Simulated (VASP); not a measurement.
Here is a VASP 6.6.1 calculation.

The input INCAR:

```
SYSTEM = SnO2
PREC = Accurate
ENCUT = 520
EDIFF = 1E-6
ISMEAR = -1
SIGMA = 0.05
LREAL = .False.
LASPH = .True.
NELM = 100
ALGO = Normal
ISIF = 2
LWAVE = .False.
LCHARG = .True.
GGA = PS
LELF = .True.
LVHAR = .True.
NBANDS = 20
```

File KPOINTS:

```
regular mesh
0
Gamma
  10 10 10
  0 0 0
```

The input POSCAR:

```
SnO2
1.0
    1.6062397745      0.9273629662      4.7683728710
   -1.6062397745      0.9273629662      4.7683728710
    0.0000000000     -1.8547259325      4.7683728710
Sn O
1 2
Direct
    0.5000000000      0.5000000000      0.5000000000
    0.7628300000      0.7628300000      0.7628300000
    0.2371700000      0.2371700000      0.2371700000
```

Potentials or basis: VASP PAW PBE potentials, release 64 (Sn_d, O).

Launch:

```bash
$ cat potpaw_PBE.64/Sn_d/POTCAR potpaw_PBE.64/O/POTCAR > POTCAR
$ mpirun -np 1 vasp_std > vasp.out
```

Problem. What does it give for the band gap on the k mesh?

Solution. 1.97 eV (least direct gap 2.11 eV).

Problem. Estimate the pressure.

Solution. -1.8 GPa.

Forces in eV/Å, atoms in the order of the input:
```
Sn   0.000  0.000  0.000
O    0.000  0.000  0.135
O    0.000  0.000 -0.135
```

Caveat: the PAW data sets were made with another functional, which shifts forces and pressure a little; spin-orbit coupling is left out, which moves the levels of the heavy elements. A k mesh can miss the band edges.
